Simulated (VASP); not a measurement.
Input of a VASP 6.6.1 run:

INCAR

```
SYSTEM = Al3Cu
ALGO     = Fast           ! electronic algorithm
EDIFF    = 1E-6           ! SCF threshold, eV
ENCUT    = 520            ! plane-wave cutoff, eV
GGA      = PS             ! functional
ISIF     = 2              ! what is computed and relaxed
ISMEAR   = 0              ! smearing method
LASPH    = .True.         ! aspherical terms in the spheres
LCHARG   = .False.        ! write CHGCAR
LREAL    = .False.        ! projectors in reciprocal space
LWAVE    = .False.        ! write WAVECAR
NBANDS   = 18             ! bands
NELM     = 60             ! most SCF steps
PREC     = Accurate       ! precision mode
SIGMA    = 0.1            ! smearing width, eV
```

Contents of KPOINTS:

```
Automatic mesh
0
Gamma
  14 14 6
  0.5 0.5 0.5
```

The input POSCAR:

```
Al3Cu
1.0
    2.7784054294      0.0000000000      0.0000000000
    0.0000000000      2.7784054294      0.0000000000
    0.0000000000      0.0000000000      7.5134034100
Al Cu
3 1
Direct
    0.0000000000      0.0000000000      0.5000000000
    0.5000000000      0.5000000000      0.2261155100
    0.5000000000      0.5000000000      0.7738844900
    0.0000000000      0.0000000000      0.0000000000
```

Potentials or basis: VASP PAW PBE potentials, release 64 (Al, Cu).

The run is started by

```sh
$ cat potpaw_PBE.64/Al/POTCAR potpaw_PBE.64/Cu/POTCAR > POTCAR
$ mpirun -np 1 vasp_std > vasp.out
```

(1) Predict the pressure.

(2) Predict the largest force.

(3) Predict the band gap on the k mesh.

## Answers

(1) 1.1 GPa.

(2) 0.215 eV/Å.

(3) zero (bands 10 and 11 overlap by 5.54 eV).

Caveat: the PAW data sets were made with another functional, which shifts forces and pressure a little.
